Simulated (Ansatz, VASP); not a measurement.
CdSe in VASP and in Ansatz

File INCAR:

```
ALGO     = Normal         # electronic algorithm
EDIFF    = 1E-6           # SCF threshold, eV
ENCUT    = 520            # plane-wave cutoff, eV
GGA      = PE             # functional
ISIF     = 2              # what is computed and relaxed
ISMEAR   = 0              # smearing method
LASPH    = T              # aspherical terms in the spheres
LCHARG   = F              # write CHGCAR
LREAL    = F              # projectors in reciprocal space
LWAVE    = F              # write WAVECAR
NBANDS   = 16             # bands
NELM     = 60             # most SCF steps
PREC     = Accurate       # precision mode
SIGMA    = 0.05           # smearing width, eV
```

The input KPOINTS:

```
k-points
0
Gamma
  10 10 10
```

POSCAR

```
CdSe
1.0
    0.0000000000      3.1201450867      3.1201450867
    3.1201450867      0.0000000000      3.1201450867
    3.2942491826      3.2942491826     -0.1741040958
Cd Se
1 1
Direct
    0.0000000000      0.0000000000      0.0000000000
    0.7500000000      0.7500000000      0.7500000000
```

Input for Ansatz:

```yaml
crystal:
  lattice:
    - [0.0, 3.1201450867, 3.1201450867]
    - [3.1201450867, 0.0, 3.1201450867]
    - [3.2942491826, 3.2942491826, -0.1741040958]
  atoms:
    - { symbol: Cd, position: [0.0, 0.0, 0.0] }
    - { symbol: Se, position: [0.75, 0.75, 0.75] }
basis:
  ecutwfc: 420
kpoints:
  mp_grid: { grid: [10, 10, 10] }
hamiltonian:
  xc: pbe
scf:
  occupations: { method: gaussian, width: 0.05 }
output:
  forces: true
  stress: true
  eigenvalues: true
```

Alike in both runs: task single point; functional PBE; k mesh 10 × 10 × 10; occupations gaussian, width 0.05 eV; no spin polarisation.

```csv
,VASP,Ansatz
version,VASP 6.6.1,Ansatz 0.2.0
potentials or method,"VASP PAW PBE potentials, release 64 (Cd, Se), cutoff 520 eV","scalar-relativistic, plane waves, PAW"
valence electrons in the cell,18,36
```

Ansatz gave:

```
gap on the k mesh at the Fermi level (eV)                     : 0.31
least direct gap on the mesh (eV)                             : 0.31
pressure (GPa)                                                : -3.2
traceless stress, the component that is largest in VASP (GPa) : -1.12
rms of the force components (eV/Å)                            : 0.054
```

Task: Which values does VASP return?

Result: gap on the k mesh at the Fermi level (eV): 0.31; least direct gap on the mesh (eV): 0.31; pressure (GPa): -3.1; traceless stress, the component that is largest in VASP (GPa): -1.15; rms of the force components (eV/Å): 0.061.

Atom by atom the forces differ by 0.007 eV/Å (rms over components). The functional is the same, so the differences come from potentials, cutoffs and numerics. VASP's potentials hold 18 valence electrons a cell and Ansatz's 36, so a difference there can come from the potentials and not from the codes.
